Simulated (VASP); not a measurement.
# MgS (Fm-3m) in VASP: a series of runs, part 3 of 3

VASP 6.6.1. The steps go on from the part before.

### Step 4. Electric field gradients, PBEsol (volume scaled by 0.98)

INCAR reads:

```
SYSTEM = MgS
ALGO     = Normal         ! electronic algorithm
EDIFF    = 1E-8           ! SCF threshold, eV
ENCUT    = 520            ! plane-wave cutoff, eV
GGA      = PS             ! functional
ISIF     = 2              ! what is computed and relaxed
ISMEAR   = -1             ! smearing method
LASPH    = .True.         ! aspherical terms in the spheres
LCHARG   = .False.        ! write CHGCAR
LEFG     = .True.       
LREAL    = .False.        ! projectors in reciprocal space
LWAVE    = .False.        ! write WAVECAR
NBANDS   = 11             ! bands
NELM     = 60             ! most SCF steps
PREC     = Accurate       ! precision mode
SIGMA    = 0.03           ! smearing width, eV
```

KPOINTS reads:

```
k-points
0
Gamma
  10 10 10
  0 0 0
```

POSCAR reads:

```
MgS
1.0
    0.0000000000      2.5841887356      2.5841887356
    2.5841887356      0.0000000000      2.5841887356
    2.5841887356      2.5841887356      0.0000000000
Mg S
1 1
Direct
    0.0000000000      0.0000000000      0.0000000000
    0.5000000000      0.5000000000      0.5000000000
```

Potentials or basis: VASP PAW PBE potentials, release 64 (Mg, S).

Run with:

```sh
cat potpaw_PBE.64/Mg/POTCAR potpaw_PBE.64/S/POTCAR > POTCAR
mpirun -np 1 vasp_std > vasp.out
```

OUTCAR:

```text
SYSTEM = MgS
   EDIFF = 1E-8
   ENCUT = 520
   GGA = PS
   ISIF = 2
   ISMEAR = -1
   LASPH = .True.
   LREAL = .False.
   NELM = 60
   PREC = Accurate

 ion  position               nearest neighbor table
   1  0.000  0.000  0.000-   2 2.58   2 2.58   2 2.58   2 2.58   2 2.58   2 2.58
   2  0.500  0.500  0.500-   1 2.58   1 2.58   1 2.58   1 2.58   1 2.58   1 2.58

  LATTYP: Found a face centered cubic cell.
 ALAT       =     5.1683774712

  Lattice vectors:

 A1 = (   0.0000000000,   2.5841887356,   2.5841887356)
 A2 = (   2.5841887356,   0.0000000000,   2.5841887356)
 A3 = (   2.5841887356,   2.5841887356,   0.0000000000)

Analysis of symmetry for initial positions (statically):
=====================================================================
 Subroutine PRICEL returns:
 Original cell was already a primitive cell.

 Routine SETGRP: Setting up the symmetry group for a
 face centered cubic supercell.

 Subroutine GETGRP returns: Found 48 space group operations
 (whereof 48 operations were pure point group operations)
 out of a pool of 48 trial point group operations.

The static configuration has the point symmetry O_h .

Analysis of symmetry for dynamics (positions and initial velocities):
=====================================================================
 Subroutine PRICEL returns:
 Original cell was already a primitive cell.

 Routine SETGRP: Setting up the symmetry group for a
 face centered cubic supercell.

 Subroutine GETGRP returns: Found 48 space group operations
 (whereof 48 operations were pure point group operations)
 out of a pool of 48 trial point group operations.

The dynamic configuration has the point symmetry O_h .

[... 162 lines left out ...]
      9      14.1911      0.00000
     10      14.1911      0.00000
     11      16.2015      0.00000
[... 309 lines left out ...]
 k-point    24 :       0.4000    0.3000    0.0000
  band No.  band energies     occupation
      1      -7.5934      2.00000
      2       0.1289      2.00000
      3       2.1447      2.00000
      4       2.4333      2.00000
      5       7.7742      0.00000
      6       8.9120      0.00000
      7      13.3839      0.00000
      8      14.3921      0.00000
      9      16.0135      0.00000
     10      17.1755      0.00000
     11      20.5927      0.00000

 [... further k-points ...]
[... 5 lines left out ...]
  --------------------------------------------------------------------------------------
  -------------------------------------------------------------------------------------
  Total        0.0925119      0.0925119      0.0925119      0.0000000      0.0000000      0.0000000
  in kB        4.2944298      4.2944298      4.2944298      0.0000000      0.0000000      0.0000000
  external PRESSURE =       4.2944298 kB  Pullay stress =       0.0000000 kB

 VOLUME and BASIS-vectors are now :
 -----------------------------------------------------------------------------
  energy-cutoff  :      520.00
  volume of cell :       34.51
      direct lattice vectors                 reciprocal lattice vectors
     0.000000000  2.584188736  2.584188736    -0.193484320  0.193484320  0.193484320
     2.584188736  0.000000000  2.584188736     0.193484320 -0.193484320  0.193484320
     2.584188736  2.584188736  0.000000000     0.193484320  0.193484320 -0.193484320

 POSITION                                       TOTAL-FORCE (eV/Angst)
 -----------------------------------------------------------------------------------
      0.00000      0.00000      0.00000        -0.000000      0.000000     -0.000000
      2.58419      2.58419      2.58419         0.000000     -0.000000      0.000000
 -----------------------------------------------------------------------------------
    total drift:                                0.000000      0.000000      0.000000

  FREE ENERGIE OF THE ION-ELECTRON SYSTEM (eV)
  ---------------------------------------------------
  free  energy   TOTEN  =        -9.0750056240 eV

  energy  without entropy=       -9.0750056240  energy(sigma->0) =       -9.07500562

 Electric field gradients (V/A^2)
---------------------------------------------------------------------
 ion       V_xx      V_yy      V_zz      V_xy      V_xz      V_yz
---------------------------------------------------------------------
   1       0.000     0.000     0.000     0.000     0.000     0.000
   2       0.000     0.000    -0.000    -0.000    -0.000    -0.000
---------------------------------------------------------------------

 Electric field gradients after diagonalization (V/A^2)
 (convention: |V_zz| > |V_xx| > |V_yy|)
----------------------------------------------------------------------
 ion       V_xx      V_yy      V_zz     asymmetry (V_yy - V_xx)/ V_zz
----------------------------------------------------------------------
   1      -0.000    -0.000     0.000       0.000
   2       0.000     0.000    -0.001       0.000
----------------------------------------------------------------------

           NMR quadrupolar parameters

 Cq : quadrupolar parameter    Cq=e*Q*V_zz/h
 eta: asymmetry parameters     (V_yy - V_xx)/ V_zz
 Q  : nuclear electric quadrupole moment in mb (millibarn)
----------------------------------------------------------------------
 ion       Cq(MHz)       eta       Q (mb)
----------------------------------------------------------------------
   1       0.000       0.000       1.000
   2      -0.000       0.000       1.000
----------------------------------------------------------------------
```

OSZICAR:

```text
N       E                     dE             d eps       ncg     rms          rms(c)
DAV:   1     0.201410104754E+02    0.20141E+02   -0.35724E+03  1082   0.595E+02
DAV:   2    -0.820200820691E+01   -0.28343E+02   -0.27308E+02  1343   0.992E+01
DAV:   3    -0.943256945850E+01   -0.12306E+01   -0.12277E+01  1304   0.216E+01
DAV:   4    -0.943900247467E+01   -0.64330E-02   -0.64325E-02  1214   0.184E+00
DAV:   5    -0.943905685120E+01   -0.54377E-04   -0.54376E-04  1280   0.170E-01    0.420E+00
DAV:   6    -0.911840684837E+01    0.32065E+00   -0.66967E-01  1160   0.320E+00    0.317E+00
DAV:   7    -0.907773682225E+01    0.40670E-01   -0.18302E-01  1232   0.181E+00    0.195E+00
DAV:   8    -0.907521796845E+01    0.25189E-02   -0.98918E-03  1154   0.572E-01    0.734E-01
DAV:   9    -0.907501507550E+01    0.20289E-03   -0.47148E-04  1186   0.121E-01    0.314E-01
DAV:  10    -0.907500566302E+01    0.94125E-05   -0.14521E-04  1196   0.535E-02    0.576E-03
DAV:  11    -0.907500589721E+01   -0.23419E-06   -0.18455E-06  1234   0.831E-03    0.171E-02
DAV:  12    -0.907500569290E+01    0.20430E-06   -0.26865E-07  1236   0.277E-03    0.314E-03
DAV:  13    -0.907500562563E+01    0.67275E-07   -0.43752E-08  1181   0.884E-04    0.247E-04
DAV:  14    -0.907500562401E+01    0.16145E-08   -0.60826E-10   688   0.173E-04
   1 F= -.90750056E+01 E0= -.90750056E+01  d E =-.247742E-10
```

stdout:

```text
POSCAR found type information on POSCAR MgS
 POSCAR found :  2 types and       2 ions
 scaLAPACK will be used
 -----------------------------------------------------------------------------
|                                                                             |
|                                                                             |
|     You enforced a specific xc type in the INCAR file but a different       |
|     I HOPE YOU KNOW WHAT YOU ARE DOING!                                     |
|                                                                             |
 -----------------------------------------------------------------------------

 LDA part: xc-table for (Slater+PW92), standard interpolation
 POSCAR, INCAR and KPOINTS ok, starting setup
 FFT: planning ... GRIDC
 FFT: planning ... GRID_SOFT
 FFT: planning ... GRID
 WAVECAR not read
 entering main loop
ion   1

ion   2
```

Run time: 31 s. Hardware: 1 thread of Intel Xeon 8259CL, shared host; peak memory 0.16 GiB.

Results:

| Item | Value |
| --- | --- |
| Free energy | -9.0750 eV |
| Pressure | 0.4 GPa |
| Band gap on the k mesh | 2.75 eV, indirect (least direct gap 3.75 eV) |

Levels at points of the mesh, in eV from the valence-band top:
```tsv
k point	band 1	band 2	band 3	band 4	band 5	band 6	band 7	band 8	band 9
(0.00, 0.00, 0.00)	-12.80	0.00	0.00	0.00	3.75	7.84	7.84	7.84	10.33
(0.50, 0.00, 0.00)	-11.42	-5.00	-0.62	-0.62	4.43	6.85	6.85	10.29	12.09
(0.50, 0.50, 0.00)	-11.03	-4.37	-1.75	-1.75	2.75	4.18	12.07	12.88	13.47
```

Caveat: without QUAD_EFG the Cq values of the log hold for a quadrupole moment of 1 mb, not for the nuclei; the PAW data sets were made with another functional, which shifts forces and pressure a little. A k mesh can miss the band edges.

### Step 5. Electric field gradients, PBEsol (volume scaled by 1.01)

INCAR reads:

```
SYSTEM = MgS
PREC = Accurate
ENCUT = 520
EDIFF = 1E-8
ISMEAR = -1
SIGMA = 0.03
LREAL = .False.
LASPH = .True.
NELM = 80
ALGO = Normal
ISIF = 2
LWAVE = .False.
LCHARG = .False.
GGA = PS
LEFG = .True.
NBANDS = 11
```

KPOINTS reads:

```
regular mesh
0
Gamma
  10 10 10
  0 0 0
```

POSCAR reads:

```
MgS
1.0
    0.0000000000      2.6102934190      2.6102934190
    2.6102934190      0.0000000000      2.6102934190
    2.6102934190      2.6102934190      0.0000000000
Mg S
1 1
Direct
    0.0000000000      0.0000000000      0.0000000000
    0.5000000000      0.5000000000      0.5000000000
```

Potentials or basis: VASP PAW PBE potentials, release 64 (Mg, S).

Run with:

```sh
cat potpaw_PBE.64/Mg/POTCAR potpaw_PBE.64/S/POTCAR > POTCAR
mpirun -np 1 vasp_std > vasp.out
```

OUTCAR:

```text
SYSTEM = MgS
   PREC = Accurate
   ENCUT = 520
   EDIFF = 1E-8
   ISMEAR = -1
   LREAL = .False.
   LASPH = .True.
   NELM = 80
   ISIF = 2
   GGA = PS

 ion  position               nearest neighbor table
   1  0.000  0.000  0.000-   2 2.61   2 2.61   2 2.61   2 2.61   2 2.61   2 2.61
   2  0.500  0.500  0.500-   1 2.61   1 2.61   1 2.61   1 2.61   1 2.61   1 2.61

  LATTYP: Found a face centered cubic cell.
 ALAT       =     5.2205868380

  Lattice vectors:

 A1 = (   0.0000000000,   2.6102934190,   2.6102934190)
 A2 = (   2.6102934190,   0.0000000000,   2.6102934190)
 A3 = (   2.6102934190,   2.6102934190,   0.0000000000)

Analysis of symmetry for initial positions (statically):
=====================================================================
 Subroutine PRICEL returns:
 Original cell was already a primitive cell.

 Routine SETGRP: Setting up the symmetry group for a
 face centered cubic supercell.

[... 524 lines left out ...]
      direct lattice vectors                 reciprocal lattice vectors
     0.000000000  2.610293419  2.610293419    -0.191549347  0.191549347  0.191549347
     2.610293419  0.000000000  2.610293419     0.191549347 -0.191549347  0.191549347
     2.610293419  2.610293419  0.000000000     0.191549347  0.191549347 -0.191549347

 POSITION                                       TOTAL-FORCE (eV/Angst)
 -----------------------------------------------------------------------------------
      0.00000      0.00000      0.00000         0.000000     -0.000000     -0.000000
      2.61029      2.61029      2.61029        -0.000000      0.000000      0.000000
 -----------------------------------------------------------------------------------
    total drift:                                0.000000      0.000000      0.000000

  FREE ENERGIE OF THE ION-ELECTRON SYSTEM (eV)
  ---------------------------------------------------
  free  energy   TOTEN  =        -9.0703617296 eV

  energy  without entropy=       -9.0703617296  energy(sigma->0) =       -9.07036173

 Electric field gradients (V/A^2)
---------------------------------------------------------------------
 ion       V_xx      V_yy      V_zz      V_xy      V_xz      V_yz
---------------------------------------------------------------------
   1       0.000    -0.000     0.000     0.000     0.000     0.000
   2      -0.000    -0.000     0.000    -0.000    -0.000    -0.000
---------------------------------------------------------------------

 Electric field gradients after diagonalization (V/A^2)
 (convention: |V_zz| > |V_xx| > |V_yy|)
----------------------------------------------------------------------
 ion       V_xx      V_yy      V_zz     asymmetry (V_yy - V_xx)/ V_zz
----------------------------------------------------------------------
   1      -0.000    -0.000     0.000       0.000
   2       0.000     0.000    -0.001       0.000
----------------------------------------------------------------------

           NMR quadrupolar parameters

 Cq : quadrupolar parameter    Cq=e*Q*V_zz/h
 eta: asymmetry parameters     (V_yy - V_xx)/ V_zz
 Q  : nuclear electric quadrupole moment in mb (millibarn)
----------------------------------------------------------------------
 ion       Cq(MHz)       eta       Q (mb)
----------------------------------------------------------------------
   1       0.000       0.000       1.000
   2      -0.000       0.000       1.000
----------------------------------------------------------------------
```

It took 33 s on 1 thread of Intel Xeon 8259CL, shared host; peak memory 0.16 GiB.

What came out:

| Quantity | Value |
| --- | --- |
| Free energy | -9.0704 eV |
| Pressure | -1.9 GPa |
| Band gap on the k mesh | 2.68 eV, indirect (least direct gap 3.52 eV) |

Caveat: without QUAD_EFG the Cq values of the log hold for a quadrupole moment of 1 mb, not for the nuclei; the PAW data sets were made with another functional, which shifts forces and pressure a little. A k mesh can miss the band edges.

### Step 6. Overview

```tsv
cell	gap on the mesh (eV)	pressure (GPa)
a = 3.604 Å, angles 60.0°, 2 atoms	2.83	4.1
a = 3.630 Å, angles 60.0°, 2 atoms	2.79	2.2
a = 3.655 Å, angles 60.0°, 2 atoms	2.75	0.4
a = 3.692 Å, angles 60.0°, 2 atoms	2.68	-1.9
```

Alike in all rows: task electric field gradients; level PBEsol; potentials or basis VASP PAW PBE potentials, release 64 (Mg, S); no spin polarisation; k mesh 10 × 10 × 10; cutoff (eV) 520; smearing fermi-dirac 0.03 eV.

Caveats: the PAW data sets were made with another functional, which shifts forces and pressure a little.

Total energies depend on the potentials used, so only differences within one code and one set of settings carry meaning.
